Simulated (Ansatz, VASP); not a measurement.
## NaI: VASP beside Ansatz

```xyz
2
Lattice="-0.0162 3.2253 3.2253 3.2253 -0.0162 3.2253 3.2253 3.2253 -0.0162" Properties=species:S:1:pos:R:3 pbc="T T T"
Na    0.0000    0.0000    0.0000
I     3.2172    3.2172    3.2172
```

Change from the starting cell: equal xy, yz and zx engineering shears of -0.5 %, PAW files.

Alike in both runs: functional r2SCAN; k mesh 6 × 6 × 6; no spin polarisation.

Ansatz relaxed the structure, and its values are those at the end. VASP's run is a single point on that final structure, the one shown.

|  | VASP | Ansatz |
| --- | --- | --- |
| version | VASP 6.6.1 | Ansatz 0.2.0 |
| potentials or method | VASP PAW PBE potentials, release 64 (Na_pv, I) | PAW with Ansatz's default frozen-core files, scalar-relativistic |
| plane-wave cutoff (eV) | 520 | 500 |
| occupations | gaussian, width 0.01 eV | fixed |
| valence electrons in the cell | 14 | 26 |

|  | VASP | Ansatz | Ansatz less VASP |
| --- | --- | --- | --- |
| gap on the k mesh at the Fermi level (eV) | 4.42 | 4.42 | -0.009 |
| pressure (GPa) | -0.1 | 0.0 | +0.09 |

VASP's potentials were made for PBE, not for r2SCAN. VASP's potentials hold 14 valence electrons a cell and Ansatz's 26, so a difference there can come from the potentials and not from the codes.

Spin-orbit coupling is off throughout.
